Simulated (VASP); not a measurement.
Input of a VASP 6.6.1 run:

Contents of INCAR:

```
  PREC = Accurate
  ENCUT = 520
  EDIFF = 1E-8
  ISMEAR = -1
  SIGMA = 0.05
  LREAL = F
  LASPH = T
  NELM = 60
  ALGO = Normal
  ISIF = 2
  LWAVE = F
  LCHARG = F
  GGA = PS
  LEFG = T
  NBANDS = 14
```

Contents of KPOINTS:

```
Automatic mesh
0
Gamma
  18 18 10
```

File POSCAR:

```
Re
1.0
    2.5677224212      0.0000000000      0.0000000000
   -1.2838612106      2.2237128466      0.0000000000
    0.0000000000      0.0000000000      4.1057498614
Re
2
Direct
    0.3333333333      0.6666666667      0.2500000000
    0.6666666667      0.3333333333      0.7500000000
```

Potentials or basis: VASP PAW PBE potentials, release 64 (Re).

Command:

```bash
$ cat potpaw_PBE.64/Re/POTCAR > POTCAR
$ mpirun -np 1 vasp_std > vasp.out
```

Task: Predict the band gap on the k mesh.

Result: Zero (bands 7 and 8 overlap by 5.05 eV).

Task: Estimate the pressure.

Result: 139.2 GPa.

Stress tensor (GPa, compression positive):
```
136.22   0.00   0.00
  0.00 136.22   0.00
  0.00   0.00 145.18
```

Caveat: the cell stands under pressure; without QUAD_EFG the Cq values of the log hold for a quadrupole moment of 1 mb, not for the nuclei; the PAW data sets were made with another functional, which shifts forces and pressure a little; spin-orbit coupling is left out, which moves the levels of the heavy elements.
